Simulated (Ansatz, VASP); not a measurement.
## One calculation of Zn2CdO3, two programs

```xyz
6
Lattice="5.4805 0.0000 0.0000 -2.7403 4.7463 0.0000 0.0000 0.0000 2.7894" Properties=species:S:1:pos:R:3 pbc="T T T"
Zn    2.7403    1.5821    0.0000
Zn    0.0000    3.1642    0.0000
Cd    0.0000    0.0000    0.0000
O     2.7403    0.0000    1.3947
O    -1.3701    2.3731    1.3947
O     1.3701    2.3731    1.3947
```

Change from the starting cell: species swapped into the NdB2Rh3 type (P6/mmm, No. 191).

Alike in both runs: functional PBE; k mesh 12 × 12 × 14; occupations gaussian, width 0.1 eV; no spin polarisation.

Ansatz relaxed the structure, and its values are those at the end. VASP's run is a single point on that final structure, the one shown.

|  | VASP | Ansatz |
| --- | --- | --- |
| version | VASP 6.6.1 | Ansatz 0.2.0 |
| potentials or method | VASP PAW PBE potentials, release 64 (Zn, Cd, O), cutoff 520 eV | scalar-relativistic, plane waves, PAW |
| valence electrons in the cell | 54 | 62 |

VASP gave:

* gap on the k mesh at the Fermi level (eV): none
* pressure (GPa): 0.7

Q: Estimate Ansatz's values.

A: gap on the k mesh at the Fermi level (eV): none; pressure (GPa): 0.0.

A gap of «none» marks a metal or a gap that the smearing closes. VASP's potentials hold 54 valence electrons a cell and Ansatz's 62, so a difference there can come from the potentials and not from the codes.
